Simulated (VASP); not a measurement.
# ZnSe (sol2) (I-4m2) in VASP: further runs, part 2 of 3

VASP 6.6.1.

## 3. Single point, PBEsol (strained cell)

INCAR

```
SYSTEM = ZnSe
  ALGO = Normal
  EDIFF = 1E-6
  ENCUT = 500
  GGA = PS
  GGA_COMPAT = .FALSE.
  ISIF = 2
  ISMEAR = 0
  LASPH = .TRUE.
  LCHARG = .FALSE.
  LREAL = .FALSE.
  LWAVE = .FALSE.
  NBANDS = 16
  NELM = 120
  PREC = Accurate
  SIGMA = 0.02
```

KPOINTS

```
k-points
0
G
  8 8 8
  0 0 0
```

POSCAR

```
ZnSe
1.0
    0.0000000000      2.8448691876      2.7904342862
    2.8448691876      0.0000000000      2.7904342862
    2.8448691876      2.8448691876      0.0000000000
Zn Se
1 1
Direct
    0.0000000000      0.0000000000      0.0000000000
    0.2500000000      0.2500000000      0.2500000000
```

Potentials or basis: VASP PAW PBE potentials, release 64 (Zn, Se).

Launch:

```
$ cat potpaw_PBE.64/Zn/POTCAR potpaw_PBE.64/Se/POTCAR > POTCAR
$ mpirun -np 1 vasp_std > vasp.out
```

OUTCAR:

```text
SYSTEM = ZnSe
   EDIFF = 1E-6
   ENCUT = 500
   GGA = PS
   ISIF = 2
   ISMEAR = 0
   LASPH = .TRUE.
   LREAL = .FALSE.
   NELM = 120
   PREC = Accurate

 ion  position               nearest neighbor table
   1  0.000  0.000  0.000-   2 2.45   2 2.45   2 2.45   2 2.45
   2  0.250  0.250  0.250-   1 2.45   1 2.45   1 2.45   1 2.45

  LATTYP: Found a body centered tetragonal cell.
 ALAT       =     4.0232525883
 C/A-ratio  =     1.3871534163

  Lattice vectors:

 A1 = (   0.0000000000,  -2.8448691876,  -2.7904342862)
 A2 = (   0.0000000000,   2.8448691876,  -2.7904342862)
 A3 = (   2.8448691876,   0.0000000000,   2.7904342862)

Analysis of symmetry for initial positions (statically):
=====================================================================
 Subroutine PRICEL returns:
 Original cell was already a primitive cell.

 Routine SETGRP: Setting up the symmetry group for a
 body centered tetragonal supercell.

 Subroutine GETGRP returns: Found  8 space group operations
 (whereof  8 operations were pure point group operations)
 out of a pool of 16 trial point group operations.

The static configuration has the point symmetry D_2d.

Analysis of symmetry for dynamics (positions and initial velocities):
=====================================================================
 Subroutine PRICEL returns:
 Original cell was already a primitive cell.

 Routine SETGRP: Setting up the symmetry group for a
 body centered tetragonal supercell.

 Subroutine GETGRP returns: Found  8 space group operations
 (whereof  8 operations were pure point group operations)
 out of a pool of 16 trial point group operations.

The dynamic configuration has the point symmetry D_2d.

 Subroutine INISYM returns: Found  8 space group operations
 (whereof  8 operations are pure point group operations),
 and found     1 'primitive' translations

----------------------------------------------------------------------------------------

                                     Primitive cell

  volume of cell :      45.1675

  direct lattice vectors                    reciprocal lattice vectors
     0.000000000  2.844869188  2.790434286    -0.175755006  0.175755006  0.179183578
     2.844869188  0.000000000  2.790434286     0.175755006 -0.175755006  0.179183578
     2.844869188  2.844869188  0.000000000     0.175755006  0.175755006 -0.179183578

  length of vectors
     3.984947202  3.984947202  4.023252588     0.306408875  0.306408875  0.306408875

  position of ions in fractional coordinates (direct lattice)
     0.000000000  0.000000000  0.000000000
     0.250000000  0.250000000  0.250000000

  ion indices of the primitive-cell ions
   primitive index   ion index
                 1           1
                 2           2

----------------------------------------------------------------------------------------

 KPOINTS: k-points

Automatic generation of k-mesh.
 Grid dimensions read from file:
 generate k-points for:    8    8    8

 Generating k-lattice:

  Cartesian coordinates                     Fractional coordinates (reciprocal lattice)
    -0.021969376  0.021969376  0.022397947     0.125000000  0.000000000  0.000000000
     0.021969376 -0.021969376  0.022397947     0.000000000  0.125000000  0.000000000
     0.021969376  0.021969376 -0.022397947    -0.000000000 -0.000000000  0.125000000

  Length of vectors
     0.038301109  0.038301109  0.038301109

  Shift w.r.t. Gamma in fractional coordinates (k-lattice)
     0.000000000  0.000000000  0.000000000

 Subroutine IBZKPT returns following result:
 ===========================================

 Found     59 irreducible k-points:

 Following reciprocal coordinates:
            Coordinates               Weight
  0.000000  0.000000  0.000000      1.000000
  0.125000  0.000000  0.000000      8.000000
  0.250000  0.000000  0.000000      8.000000
  0.375000 -0.000000  0.000000      8.000000
  0.500000  0.000000  0.000000      4.000000
  0.125000  0.125000  0.000000      2.000000
[... 16 lines left out ...]
  0.250000  0.000000  0.125000     16.000000
  0.375000 -0.000000  0.125000     16.000000
 [... further k-points ...]
   k-points           NKPTS =     59   k-points in BZ     NKDIM =     59   number of bands    NBANDS=     16
   number of dos      NEDOS =    301   number of ions     NIONS =      2
   total plane-waves  NPLWV =  27000
   dimension x,y,z NGX =    30 NGY =   30 NGZ =   30
   dimension x,y,z NGXF=    60 NGYF=   60 NGZF=   60
   ions per type =               1   1
   NGX,Y,Z   is equivalent  to a cutoff of  12.52, 12.52, 12.40 a.u.
   NGXF,Y,Z  is equivalent  to a cutoff of  25.03, 25.03, 24.79 a.u.
 SYSTEM =  ZnSe
   PREC   = accura    normal or accurate (medium, high low for compatibility)
   ISTART =      0    job   : 0-new  1-cont  2-samecut
   ICHARG =      2    charge: 1-file 2-atom 10-const
   ISPIN  =      1    spin polarized calculation?
   LNONCOLLINEAR =      F non collinear calculations
   LSORBIT =      F    spin-orbit coupling
   LASPH  =      T    aspherical Exc in radial PAW
   ENCUT  =  500.0 eV  36.75 Ry    6.06 a.u.   7.27  7.27  7.34*2*pi/ulx,y,z
   NELM   =    120;   NELMIN=  2; NELMDL= -5     # of ELM steps
   EDIFF  = 0.1E-05   stopping-criterion for ELM
   LREAL  =      F    real-space projection
   EDIFFG = 0.1E-04   stopping-criterion for IOM
   NSW    =      0    number of steps for IOM
   IBRION =     -1    ionic relax: 0-MD 1-quasi-New 2-CG
   NFREE  =      0    steps in history (QN), initial steepest desc. (CG)
   ISIF   =      2    stress and relaxation
   ISYM   =      2    0-nonsym 1-usesym 2-fastsym
   POTIM  = 0.5000    time-step for ionic-motion
   TEBEG  =    0.0;   TEEND  =   0.0 temperature during run
   PSTRESS=    0.0 pullay stress
   NELECT =      18.0000    total number of electrons
   NUPDOWN=      -1.0000    fix difference up-down
   EMIN   =  10.00;   EMAX   =-10.00  energy-range for DOS
   EFERMI =   0.00;   METHOD = LEGACY
   ISMEAR =     0;   SIGMA  =   0.02  broadening in eV -4-tet -1-fermi 0-gaus
   EFERMI_NEDOS =   21; number of points for ismear=-14 and -15
   IALGO  =     38    algorithm
   IMIX   =      4    mixing-type and parameters
     AMIX     =   0.40;   BMIX     =  1.00
     AMIX_MAG =   1.60;   BMIX_MAG =  1.00
  volume/ion in A,a.u.               =      22.58       152.40
  Fermi-wavevector in a.u.,A,eV,Ry     =   1.204731  2.276612 19.747190  1.451378
  Thomas-Fermi vector in A             =   2.340448
   LORBIT       =      0    0 simple, 1 ext, 2 COOP (PROOUT), +10 PAW based schemes
   GGA     = PS    functional components
   LHFCALC =     F    Hartree Fock is set to
   AEXX    =    0.0000 exact exchange contribution
   IVDW    =     0    specifies the selected vdW correction
   LEPSILON=     F    determine dielectric tensor
   LRPA    =     F    only Hartree local field effects (RPA)
 non-spin polarized calculation
 Gauss-broadening in eV      SIGMA  =   0.02
  energy-cutoff  :      500.00
  volume of cell :       45.17
 maximum number of plane-waves:      1170
 NGX is ok and might be reduce to    30
   NGX = 15   NGY = 15   NGZ = 15

 number of electron      18.0000003 magnetization

 Free energy of the ion-electron system (eV)
  ---------------------------------------------------
  ext. energy  EPLUGINS =         0.00000000
  ---------------------------------------------------
  free energy    TOTEN  =        -6.77161194 eV

  energy without entropy =       -6.77161194  energy(sigma->0) =       -6.77161194

 E-fermi :   1.6845     XC(G=0):  -9.5613

 val. band max:        1.5992033564   @ k =   0.0000   0.0000   0.0000
 cond. band min:       2.7528712953   @ k =   0.0000   0.0000   0.0000
 fundamental gap:      1.1536679389
 Fermi energy:         1.6845251821

 k-point     1 :       0.0000    0.0000    0.0000
  band No.  band energies     occupation
      1     -11.7811      2.00000
      2      -5.0332      2.00000
      3      -5.0332      2.00000
      4      -5.0247      2.00000
      5      -4.6542      2.00000
      6      -4.6503      2.00000
[... 8 lines left out ...]
     15      12.8226      0.00000
     16      13.1597      0.00000
[... 419 lines left out ...]
 k-point    24 :       0.3750   -0.0000    0.1250
  band No.  band energies     occupation
      1     -11.1372      2.00000
      2      -4.9687      2.00000
      3      -4.9266      2.00000
      4      -4.8567      2.00000
      5      -4.6521      2.00000
      6      -4.6311      2.00000
[... 8 lines left out ...]
     15      13.1610      0.00000
     16      13.8190      0.00000

 [... further k-points ...]
[... 5 lines left out ...]
  --------------------------------------------------------------------------------------
  -------------------------------------------------------------------------------------
  Total       -0.1828203     -0.1828203      0.0064088      0.0000000      0.0000000      0.0000000
  in kB       -6.4849798     -6.4849798      0.2273339      0.0000000      0.0000000      0.0000000
  external PRESSURE =      -4.2475419 kB  Pullay stress =       0.0000000 kB

 VOLUME and BASIS-vectors are now :
 -----------------------------------------------------------------------------
  energy-cutoff  :      500.00
  volume of cell :       45.17
      direct lattice vectors                 reciprocal lattice vectors
     0.000000000  2.844869188  2.790434286    -0.175755006  0.175755006  0.179183578
     2.844869188  0.000000000  2.790434286     0.175755006 -0.175755006  0.179183578
     2.844869188  2.844869188  0.000000000     0.175755006  0.175755006 -0.179183578

 POSITION                                       TOTAL-FORCE (eV/Angst)
 -----------------------------------------------------------------------------------
      0.00000      0.00000      0.00000         0.000000      0.000000     -0.000000
      1.42243      1.42243      1.39522        -0.000000     -0.000000      0.000000
 -----------------------------------------------------------------------------------
    total drift:                               -0.000001     -0.000001      0.000001

  FREE ENERGIE OF THE ION-ELECTRON SYSTEM (eV)
  ---------------------------------------------------
  free  energy   TOTEN  =        -6.7716119411 eV

  energy  without entropy=       -6.7716119411  energy(sigma->0) =       -6.77161194
```

OSZICAR:

```text
N       E                     dE             d eps       ncg     rms          rms(c)
DAV:   1     0.857755948533E+02    0.85776E+02   -0.87547E+03  1888   0.126E+03
DAV:   2    -0.173112293066E+01   -0.87507E+02   -0.82449E+02  2168   0.247E+02
DAV:   3    -0.703434840441E+01   -0.53032E+01   -0.52847E+01  2280   0.597E+01
DAV:   4    -0.707614638833E+01   -0.41798E-01   -0.41794E-01  2360   0.581E+00
DAV:   5    -0.707634095371E+01   -0.19457E-03   -0.19456E-03  2392   0.353E-01    0.473E+00
DAV:   6    -0.679366530586E+01    0.28268E+00   -0.62844E-01  2520   0.272E+01    0.368E+00
DAV:   7    -0.677440003276E+01    0.19265E-01   -0.16416E-01  2248   0.381E+00    0.160E+00
DAV:   8    -0.677176477120E+01    0.26353E-02   -0.39307E-03  2568   0.666E-01    0.426E-01
DAV:   9    -0.677156629811E+01    0.19847E-03   -0.83976E-04  2264   0.301E-01    0.645E-02
DAV:  10    -0.677162370933E+01   -0.57411E-04   -0.20702E-04  2480   0.175E-01    0.218E-02
DAV:  11    -0.677161160425E+01    0.12105E-04   -0.36745E-05  2648   0.860E-02    0.396E-03
DAV:  12    -0.677161194112E+01   -0.33687E-06   -0.57418E-06  2360   0.160E-02
   1 F= -.67716119E+01 E0= -.67716119E+01  d E =-.274933E-12
```

It took 75 s on 1 thread of Intel Xeon 8259CL, shared host; peak memory 0.19 GiB.

Results:

- Free energy: -6.7716 eV
- Pressure: -0.4 GPa
- Band gap on the k mesh: 1.15 eV, direct

Caveat: the cell differs from its parent crystal (strained cell); the PAW data sets were made with another functional, which shifts forces and pressure a little.

[end of part 2 of 3]
